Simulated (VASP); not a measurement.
Here is a VASP 6.6.1 calculation.

Contents of INCAR:

```
PREC = Accurate ; ENCUT = 520
EDIFF = 1E-7 ; ISMEAR = 0
SIGMA = 0.2 ; LREAL = F
LASPH = T ; NELM = 100
ALGO = Normal ; ISIF = 2
LWAVE = F ; LCHARG = F
GGA = PE ; NBANDS = 39
```

The input KPOINTS:

```
regular mesh
0
Gamma
  6 6 2
```

POSCAR

```
Si5PdW2
1.0
    3.2500657342     -0.0009147186      0.0032934162
   -0.0008647897      3.2498722328      0.0039128437
    0.0105349916      0.0131056567     10.6713487016
Si Pd W
5 1 2
Direct
    0.5005500012      0.5007101042      0.8781003676
    0.0012281168      0.0014252710      0.7497647549
    0.4994468136      0.4992926525      0.1218962880
   -0.0012339872     -0.0014382347      0.2502345387
   -0.0000145846     -0.0000102956      0.5000005383
    1.0000069077      0.0000059276      0.0000057149
    0.5019970357      0.5023336673      0.6413373380
    0.4980196969      0.4976809076      0.3586604595
```

Potentials or basis: VASP PAW PBE potentials, release 64 (Si, Pd, W_sv).

Command:

```sh
$ cat potpaw_PBE.64/Si/POTCAR potpaw_PBE.64/Pd/POTCAR potpaw_PBE.64/W_sv/POTCAR > POTCAR
$ mpirun -np 1 vasp_std > vasp.out
```

(1) Predict the band gap on the k mesh.

(2) Predict the pressure.

(3) What does it give for the largest force?

Answers

(1) zero (bands 29 and 30 overlap by 1.08 eV).

(2) 0.1 GPa.

(3) 0.022 eV/Å.

Caveat: spin-orbit coupling is left out, which moves the levels of the heavy elements.
